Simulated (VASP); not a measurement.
Set up this calculation in VASP 6.6.1, as the native input.

| Quantity | Value |
| --- | --- |
| Task | single point |
| Functional | PBE |
| Potentials or basis | VASP PAW PBE potentials, release 64 (Li_sv, H) |
| Cutoff | 520 eV |
| k mesh | 10 × 10 × 10 |
| Occupations | gaussian, width 0.05 eV |
| Spin | no spin polarisation |
| Dipole correction | no |
| Further INCAR settings | ALGO = Normal; EDIFF = 1e-06; NBANDS = 9 |

The structure of LiH lies in POSCAR:

```
LiH
1.0
    0.0000000000      1.9512000000      2.1138000000
    1.9512000000      0.0000000000      2.1138000000
    1.9512000000      1.9512000000      0.0000000000
Li H
1 1
Direct
    0.0000000000      0.0000000000      0.0000000000
    0.5000000000      0.5000000000      0.5000000000
```

This cell differs from its parent crystal: strain -0.040 along x and y, +0.040 along z.

These files were run (other wordings do the same):

INCAR

```
SYSTEM = LiH
PREC = Accurate
ENCUT = 520
EDIFF = 1E-6
ISMEAR = 0
SIGMA = 0.05
LREAL = .FALSE.
LASPH = .TRUE.
NELM = 60
ALGO = Normal
ISIF = 2
LWAVE = .FALSE.
LCHARG = .FALSE.
GGA = PE
NBANDS = 9
```

KPOINTS

```
regular mesh
0
G
  10 10 10
  0 0 0
```

Potentials or basis: VASP PAW PBE potentials, release 64 (Li_sv, H).

Launch:

```sh
$ cat potpaw_PBE.64/Li_sv/POTCAR potpaw_PBE.64/H/POTCAR > POTCAR
$ mpirun -np 1 vasp_std > vasp.out
```

It gave:

The band gap on the k mesh is 2.11 eV, indirect (least direct gap 2.74 eV).

Caveat: the cell differs from its parent crystal (strain -0.040 along x and y, +0.040 along z).

It took 8.5 s on 1 thread of Intel Xeon 6975P-C, on a shared host, peak memory 0.14 GiB.
